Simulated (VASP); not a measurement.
Write the native input for VASP 6.6.1 that does the following.

* Task: single point
* Functional: PBE
* Potentials or basis: VASP PAW PBE potentials, release 64 (Pb_d, O)
* Cutoff: 520 eV
* k mesh: 4 × 4 × 4
* Occupations: gaussian, width 0.05 eV
* Spin: no spin polarisation
* Dipole correction: no
* Further INCAR settings: ALGO = Normal; EDIFF = 1e-06; NBANDS = 43

The structure of Pb2O lies in POSCAR:

```
Pb2O
1.0
    5.3800003225      0.0000000000      0.0000000000
    0.0000000000      5.3800003225      0.0000000000
    0.0000000000      0.0000000000      5.3800003225
Pb O
4 2
Direct
    0.2500000000      0.2500000000      0.2500000000
    0.7500000000      0.7500000000      0.2500000000
    0.2500000000      0.7500000000      0.7500000000
    0.7500000000      0.2500000000      0.7500000000
    0.0000000000      0.0000000000      0.0000000000
    0.5000000000      0.5000000000      0.5000000000
```

These files were run (other wordings do the same):

INCAR

```
  PREC = Accurate
  ENCUT = 520
  EDIFF = 1E-6
  ISMEAR = 0
  SIGMA = 0.05
  LREAL = False
  LASPH = True
  NELM = 80
  ALGO = Normal
  ISIF = 2
  LWAVE = False
  LCHARG = True
  GGA = PE
  LELF = True
  LVHAR = True
  NBANDS = 43
```

KPOINTS

```
regular mesh
0
Gamma
  4 4 4
```

Potentials or basis: VASP PAW PBE potentials, release 64 (Pb_d, O).

Launch:

```bash
$ cat potpaw_PBE.64/Pb_d/POTCAR potpaw_PBE.64/O/POTCAR > POTCAR
$ mpirun -np 1 vasp_std > vasp.out
```

Results of the run:

The pressure is 2.7 GPa and the band gap on the k mesh is zero (bands 34 and 35 overlap by 0.72 eV).

Caveat: semilocal functionals underestimate gaps, so a narrow gap can read as zero; spin-orbit coupling is left out, which moves the levels of the heavy elements.

Run time: 88 s on 1 thread of Intel(R) Xeon(R) Platinum 8488C (Sapphire Rapids) (shared host), peak memory 0.25 GiB.
